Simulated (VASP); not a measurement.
# Mg16CO in VASP: further runs

Runs on Mg16CO. Level: PBE+D3(BJ). Tasks: single point.

Everything below comes from runs of VASP 6.6.1. Logs are shortened: lines on timing, memory, paths and dates and some standing lists are left out, and cuts for length are marked.

### 1 The cell of the first run

The cell holds a slab with vacuum, 18 atoms: a = 6.302 Å, b = 6.302 Å, c = 26.358 Å, α = 90.00°, β = 90.00°, γ = 120.00°.

### 2 Single point, PBE+D3(BJ)

INCAR

```
SYSTEM = Mg16CO
ALGO     = Normal         ! electronic algorithm
DIPOL    = 0.5 0.5 0.327
EDIFF    = 1E-7           ! SCF threshold, eV
ENCUT    = 520            ! plane-wave cutoff, eV
GGA      = PE             ! functional
IDIPOL   = 3            
ISIF     = 2              ! what is computed and relaxed
ISMEAR   = 0              ! smearing method
IVDW     = 12             ! dispersion correction
LASPH    = .TRUE.         ! aspherical terms in the spheres
LCHARG   = .TRUE.         ! write CHGCAR
LDIPOL   = .TRUE.       
LELF     = .TRUE.         ! ELF
LREAL    = Auto         
LVACPOTAV= .TRUE.       
LVHAR    = .TRUE.       
LWAVE    = .FALSE.        ! write WAVECAR
NBANDS   = 36             ! bands
NELM     = 60             ! most SCF steps
PREC     = Accurate       ! precision mode
SIGMA    = 0.1            ! smearing width, eV
```

KPOINTS

```
k-points
0
G
  6 6 1
  0 0 0
```

POSCAR

```
Mg16CO
1.0
    6.3015062463      0.0000000000      0.0000000000
   -3.1507531232      5.4572644914      0.0000000000
    0.0000000000      0.0000000000     26.3584034914
Mg O C
16 1 1
Direct
    0.3333333333      0.1666666667      0.1517542594
    0.3333333333      0.6666666667      0.1517542594
    0.8333333333      0.1666666667      0.1517542594
    0.8333333333      0.6666666667      0.1517542594
    0.1666666667      0.3333333333      0.2475244132
    0.1666666667      0.8333333333      0.2475244132
    0.6666666667      0.3333333333      0.2475244132
    0.6666666667      0.8333333333      0.2475244132
    0.3333333333      0.1666666667      0.3421844648
    0.3333333333      0.6666666667      0.3421844648
    0.8333333333      0.1666666667      0.3421844648
    0.8333333333      0.6666666667      0.3421844648
    0.1666666667      0.3333333333      0.4404061686
    0.1666666667      0.8333333333      0.4404061686
    0.6666666667      0.3333333333      0.4404061686
    0.6666666667      0.8333333333      0.4404061686
    0.1666666667      0.3333333333      0.5542218631
    0.1666666667      0.3333333333      0.5978512127
```

Potentials or basis: VASP PAW PBE potentials, release 64 (Mg, O, C).

Launch:

```sh
cat potpaw_PBE.64/Mg/POTCAR potpaw_PBE.64/O/POTCAR potpaw_PBE.64/C/POTCAR > POTCAR
mpirun -np 1 vasp_std > vasp.out
```

OUTCAR:

```text
SYSTEM = Mg16CO
   EDIFF = 1E-7
   ENCUT = 520
   GGA = PE
   ISIF = 2
   ISMEAR = 0
   IVDW = 12
   LASPH = .TRUE.
   LREAL = Auto
   NELM = 60
   PREC = Accurate
 IVDW          = 12

 ion  position               nearest neighbor table
   1  0.333  0.167  0.152-   5 3.11   7 3.11   6 3.11   4 3.15   4 3.15   3 3.15   3 3.15   2 3.15
                             2 3.15
   2  0.333  0.667  0.152-   6 3.11   8 3.11   5 3.11   3 3.15   3 3.15   4 3.15   4 3.15   1 3.15
                             1 3.15
   3  0.833  0.167  0.152-   7 3.11   5 3.11   8 3.11   2 3.15   2 3.15   1 3.15   1 3.15   4 3.15
                             4 3.15
   4  0.833  0.667  0.152-   8 3.11   6 3.11   7 3.11   1 3.15   1 3.15   2 3.15   2 3.15   3 3.15
                             3 3.15
   5  0.167  0.333  0.248-   9 3.09  11 3.09  10 3.09   1 3.11   3 3.11   2 3.11   8 3.15   8 3.15
                             7 3.15   7 3.15   6 3.15   6 3.15
   6  0.167  0.833  0.248-  10 3.09  12 3.09   9 3.09   2 3.11   4 3.11   1 3.11   7 3.15   7 3.15
                             8 3.15   8 3.15   5 3.15   5 3.15
   7  0.667  0.333  0.248-  11 3.09   9 3.09  12 3.09   3 3.11   1 3.11   4 3.11   6 3.15   6 3.15
                             5 3.15   5 3.15   8 3.15   8 3.15
   8  0.667  0.833  0.248-  12 3.09  10 3.09  11 3.09   4 3.11   2 3.11   3 3.11   5 3.15   5 3.15
                             6 3.15   6 3.15   7 3.15   7 3.15
   9  0.333  0.167  0.342-   5 3.09   7 3.09   6 3.09  12 3.15  12 3.15  11 3.15  11 3.15  10 3.15
                            10 3.15  13 3.16  15 3.16  14 3.16
  10  0.333  0.667  0.342-   6 3.09   8 3.09   5 3.09  11 3.15  11 3.15  12 3.15  12 3.15   9 3.15
                             9 3.15  14 3.16  16 3.16  13 3.16
  11  0.833  0.167  0.342-   7 3.09   5 3.09   8 3.09  10 3.15  10 3.15   9 3.15   9 3.15  12 3.15
                            12 3.15  15 3.16  13 3.16  16 3.16
  12  0.833  0.667  0.342-   8 3.09   6 3.09   7 3.09   9 3.15   9 3.15  10 3.15  10 3.15  11 3.15
                            11 3.15  16 3.16  14 3.16  15 3.16
  13  0.167  0.333  0.440-  16 3.15  16 3.15  15 3.15  15 3.15  14 3.15  14 3.15   9 3.16  11 3.16
                            10 3.16
  14  0.167  0.833  0.440-  15 3.15  15 3.15  16 3.15  16 3.15  13 3.15  13 3.15  10 3.16  12 3.16
                             9 3.16
  15  0.667  0.333  0.440-  14 3.15  14 3.15  13 3.15  13 3.15  16 3.15  16 3.15  11 3.16   9 3.16
                            12 3.16
  16  0.667  0.833  0.440-  13 3.15  13 3.15  14 3.15  14 3.15  15 3.15  15 3.15  12 3.16  10 3.16
                            11 3.16
  17  0.167  0.333  0.554-  18 1.15
  18  0.167  0.333  0.598-  17 1.15

  LATTYP: Found a hexagonal cell.
 ALAT       =     6.3015062463
 C/A-ratio  =     4.1828735006

  Lattice vectors:

 A1 = (   6.3015062463,   0.0000000000,   0.0000000000)
 A2 = (  -3.1507531232,   5.4572644914,   0.0000000000)
 A3 = (   0.0000000000,   0.0000000000,  26.3584034914)

Analysis of symmetry for initial positions (statically):
=====================================================================
 Subroutine PRICEL returns:
 Original cell was already a primitive cell.

 Routine SETGRP: Setting up the symmetry group for a
 hexagonal supercell.

 Subroutine GETGRP returns: Found  6 space group operations
 (whereof  2 operations were pure point group operations)
 out of a pool of 24 trial point group operations.

The static configuration has the point symmetry C_1h.
 The point group associated with its full space group is C_3v.

Analysis of symmetry for dynamics (positions and initial velocities):
=====================================================================
 Subroutine PRICEL returns:
 Original cell was already a primitive cell.

 Routine SETGRP: Setting up the symmetry group for a
 hexagonal supercell.

 Subroutine GETGRP returns: Found  6 space group operations
 (whereof  2 operations were pure point group operations)
 out of a pool of 24 trial point group operations.

The dynamic configuration has the point symmetry C_1h.
 The point group associated with its full space group is C_3v.

 Subroutine INISYM returns: Found  6 space group operations
 (whereof  2 operations are pure point group operations),
 and found     1 'primitive' translations

----------------------------------------------------------------------------------------

                                     Primitive cell

  volume of cell :     906.4388

  direct lattice vectors                    reciprocal lattice vectors
     6.301506246  0.000000000  0.000000000     0.158692218  0.091620995  0.000000000
    -3.150753123  5.457264491  0.000000000     0.000000000  0.183241989  0.000000000
     0.000000000  0.000000000 26.358403491     0.000000000  0.000000000  0.037938565

  length of vectors
[... 62 lines left out ...]
     0.000000000  0.000000000  0.000000000

 Subroutine IBZKPT returns following result:
 ===========================================

 Found      7 irreducible k-points:

 Following reciprocal coordinates:
            Coordinates               Weight
  0.000000  0.000000  0.000000      1.000000
  0.166667  0.000000  0.000000      6.000000
  0.333333 -0.000000  0.000000      6.000000
  0.500000  0.000000  0.000000      3.000000
  0.166667  0.166667  0.000000      6.000000
  0.333333  0.166667  0.000000     12.000000
  0.333333  0.333333  0.000000      2.000000
   k-points           NKPTS =      7   k-points in BZ     NKDIM =      7   number of bands    NBANDS=     36
   number of dos      NEDOS =    301   number of ions     NIONS =     18
   total plane-waves  NPLWV = 451584
   dimension x,y,z NGX =    48 NGY =   48 NGZ =  196
   dimension x,y,z NGXF=    96 NGYF=   96 NGZF=  392
   ions per type =              16   1   1
   NGX,Y,Z   is equivalent  to a cutoff of  12.66, 12.66, 12.36 a.u.
   NGXF,Y,Z  is equivalent  to a cutoff of  25.33, 25.33, 24.72 a.u.
 SYSTEM =  Mg16CO
   PREC   = accura    normal or accurate (medium, high low for compatibility)
   ISTART =      0    job   : 0-new  1-cont  2-samecut
   ICHARG =      2    charge: 1-file 2-atom 10-const
   ISPIN  =      1    spin polarized calculation?
   LNONCOLLINEAR =      F non collinear calculations
   LSORBIT =      F    spin-orbit coupling
   LASPH  =      T    aspherical Exc in radial PAW
   ENCUT  =  520.0 eV  38.22 Ry    6.18 a.u.  11.72 11.72 49.01*2*pi/ulx,y,z
   NELM   =     60;   NELMIN=  2; NELMDL= -5     # of ELM steps
   EDIFF  = 0.1E-06   stopping-criterion for ELM
   LREAL  =      T    real-space projection
   EDIFFG = 0.1E-05   stopping-criterion for IOM
   NSW    =      0    number of steps for IOM
   IBRION =     -1    ionic relax: 0-MD 1-quasi-New 2-CG
   NFREE  =      0    steps in history (QN), initial steepest desc. (CG)
   ISIF   =      2    stress and relaxation
   ISYM   =      2    0-nonsym 1-usesym 2-fastsym
   POTIM  = 0.5000    time-step for ionic-motion
   TEBEG  =    0.0;   TEEND  =   0.0 temperature during run
   PSTRESS=    0.0 pullay stress
   NELECT =      42.0000    total number of electrons
   NUPDOWN=      -1.0000    fix difference up-down
   EMIN   =  10.00;   EMAX   =-10.00  energy-range for DOS
   EFERMI =   0.00;   METHOD = LEGACY
   ISMEAR =     0;   SIGMA  =   0.10  broadening in eV -4-tet -1-fermi 0-gaus
   EFERMI_NEDOS =   21; number of points for ismear=-14 and -15
   IALGO  =     38    algorithm
   IMIX   =      4    mixing-type and parameters
     AMIX     =   0.40;   BMIX     =  1.00
     AMIX_MAG =   1.60;   BMIX_MAG =  1.00
  volume/ion in A,a.u.               =      50.36       339.83
  Fermi-wavevector in a.u.,A,eV,Ry     =   0.588002  1.111162  4.704157  0.345746
  Thomas-Fermi vector in A             =   1.635095
   LORBIT       =      0    0 simple, 1 ext, 2 COOP (PROOUT), +10 PAW based schemes
   GGA     = PE    functional components
   LHFCALC =     F    Hartree Fock is set to
   AEXX    =    0.0000 exact exchange contribution
   IVDW    =    12    specifies the selected vdW correction
   LEPSILON=     F    determine dielectric tensor
   LRPA    =     F    only Hartree local field effects (RPA)
 non-spin polarized calculation
 Gauss-broadening in eV      SIGMA  =   0.10
  energy-cutoff  :      520.00
  volume of cell :      906.44
 maximum number of plane-waves:     24484
 NGX is ok and might be reduce to    48
   NGX = 23   NGY = 23   NGZ = 99

 dipolmoment           0.000000      0.000000      0.174595 electrons x Angstroem

 number of electron      41.9999996 magnetization

 dipolmoment           0.000000      0.000000     -0.023082 electrons x Angstroem

 Free energy of the ion-electron system (eV)
  ---------------------------------------------------
  ext. energy  EPLUGINS =         0.00000000
  ---------------------------------------------------
  free energy    TOTEN  =       -36.30734972 eV

  energy without entropy =      -36.25685082  energy(sigma->0) =      -36.28210027

 E-fermi :  -0.9632     XC(G=0):  -4.3615

 val. band max:       -1.0251934999   @ k =   0.1667   0.1667   0.0000
 cond. band min:      -0.9060955800   @ k =   0.3333  -0.0000   0.0000
 fundamental gap:      0.1190979199
 Fermi energy:        -0.9631627180

 k-point     1 :       0.0000    0.0000    0.0000
  band No.  band energies     occupation
      1     -26.6999      2.00000
      2     -11.7686      2.00000
      3      -9.2250      2.00000
      4      -9.2250      2.00000
      5      -7.7855      2.00000
      6      -6.9374      2.00000
[... 241 lines left out ...]
     32       1.7468      0.00000
     33       1.7470      0.00000
 [bands above 33 left out]

------------------------ aborting loop because EDIFF is reached ----------------------------------------

 Edisp (eV)   -3.82391

 E8    (eV) :    -1.7137

  FORCE on cell =-STRESS in cart. coord.  units (eV):
  Direction    XX          YY          ZZ          XY          YZ          ZX
  --------------------------------------------------------------------------------------
  -------------------------------------------------------------------------------------
  Total      -4.63592    -4.63592     3.34748     0.00000    -0.00000     0.00000
  in kB      -8.19424    -8.19424     5.91684     0.00000    -0.00000     0.00000
  external pressure =       -3.49 kB  Pullay stress =        0.00 kB

 VOLUME and BASIS-vectors are now :
 -----------------------------------------------------------------------------
  energy-cutoff  :      520.00
  volume of cell :      906.44
      direct lattice vectors                 reciprocal lattice vectors
     6.301506246  0.000000000  0.000000000     0.158692218  0.091620995  0.000000000
    -3.150753123  5.457264491  0.000000000     0.000000000  0.183241989  0.000000000
     0.000000000  0.000000000 26.358403491     0.000000000  0.000000000  0.037938565

 POSITION                                       TOTAL-FORCE (eV/Angst)
 -----------------------------------------------------------------------------------
      1.57538      0.90954      4.00000         0.002157     -0.001246     -0.161242
     -0.00000      3.63818      4.00000        -0.000000      0.002491     -0.161242
      4.72613      0.90954      4.00000        -0.002157     -0.001246     -0.161242
      3.15075      3.63818      4.00000        -0.000000     -0.000000     -0.162200
      0.00000      1.81909      6.52435        -0.000000     -0.000000      0.020997
     -1.57538      4.54772      6.52435        -0.001298     -0.000749      0.019735
[... 10 lines left out ...]
      0.00000      1.81909     14.60840        -0.000000      0.000000      0.669518
      0.00000      1.81909     15.75840        -0.000000     -0.000000     -0.548028
 -----------------------------------------------------------------------------------
    total drift:                               -0.000000      0.000000      0.009007

  FREE ENERGIE OF THE ION-ELECTRON SYSTEM (eV)
  ---------------------------------------------------
  free  energy   TOTEN  =       -40.1312640042 eV

  energy  without entropy=      -40.0807651000  energy(sigma->0) =      -40.10601455

 vacuum level on the upper side and lower side of the slab         2.788         2.909
```

Wall time 5.6 min (1 thread of Intel Xeon 6975P-C (Granite Rapids), shared host); peak memory 0.9 GiB.

What came out:

```
Free energy                : -40.1313 eV
Largest force              : 0.670 eV/Å
Band gap on the k mesh     : zero (bands 21 and 22 overlap by 1.34 eV)
Dispersion energy per atom : -0.212 eV
```

Forces on the atoms (eV/Å):
```
Mg   0.002 -0.001 -0.161
Mg   0.000  0.002 -0.161
Mg  -0.002 -0.001 -0.161
Mg   0.000  0.000 -0.162
Mg   0.000  0.000  0.021
Mg  -0.001 -0.001  0.020
Mg   0.000  0.001  0.020
Mg   0.001 -0.001  0.020
Mg   0.004 -0.002  0.076
Mg   0.000  0.005  0.076
Mg  -0.004 -0.002  0.076
Mg   0.000  0.000  0.065
Mg   0.000  0.000  0.023
Mg   0.003  0.001  0.042
Mg   0.000 -0.003  0.042
Mg  -0.003  0.001  0.042
O    0.000  0.000  0.670
C    0.000  0.000 -0.548
```

### 3 Single point, PBE+D3(BJ)

INCAR: that of step 2 with these lines changed.

```diff
@@ -1,3 +1,3 @@
 SYSTEM = Mg16CO
-ALGO     = Normal         ! electronic algorithm
+ALGO     = Fast           ! electronic algorithm
 DIPOL    = 0.5 0.5 0.327
```

KPOINTS is that of step 2.

POSCAR is that of step 2.

Potentials or basis: VASP PAW PBE potentials, release 64 (Mg, O, C).

Launch:

```sh
cat potpaw_PBE.64/Mg/POTCAR potpaw_PBE.64/O/POTCAR potpaw_PBE.64/C/POTCAR > POTCAR
mpirun -np 1 vasp_std > vasp.out
```

Run time: 10 min. Hardware: 1 thread of Oxide Virtual Turin-like, shared host; peak memory 0.89 GiB.

It converged, with:

```yaml
Free_energy: -40.1313 eV
Largest_force: 0.670 eV/Å
Band_gap_on_the_k_mesh: zero (bands 21 and 22 overlap by 1.34 eV)
Dispersion_energy_per_atom: -0.212 eV
```

Forces on the atoms (eV/Å):
```
Mg   0.002 -0.001 -0.161
Mg   0.000  0.002 -0.161
Mg  -0.002 -0.001 -0.161
Mg   0.000  0.000 -0.162
Mg   0.000  0.000  0.021
Mg  -0.001 -0.001  0.020
Mg   0.000  0.001  0.020
Mg   0.001 -0.001  0.020
Mg   0.004 -0.002  0.076
Mg   0.000  0.005  0.076
Mg  -0.004 -0.002  0.076
Mg   0.000  0.000  0.065
Mg   0.000  0.000  0.023
Mg   0.003  0.001  0.042
Mg   0.000 -0.003  0.042
Mg  -0.003  0.001  0.042
O    0.000  0.000  0.670
C    0.000  0.000 -0.548
```

Levels at points of the mesh, in eV from the Fermi level:
| k point | band 17 | band 18 | band 19 | band 20 | band 21 | band 22 | band 23 | band 24 | band 25 | band 26 |
| --- | --- | --- | --- | --- | --- | --- | --- | --- | --- | --- |
| (0.00, 0.00, 0.00) | -1.18 | -1.18 | -1.08 | -1.08 | -1.08 | -0.98 | 0.23 | 0.23 | 0.25 | 0.41 |
| (0.50, 0.00, 0.00) | -1.51 | -1.02 | -1.01 | 0.14 | 0.22 | 0.59 | 0.62 | 1.17 | 1.27 | 1.57 |

The gap in the log of VASP goes by the Fermi energy; the results here count the filled bands.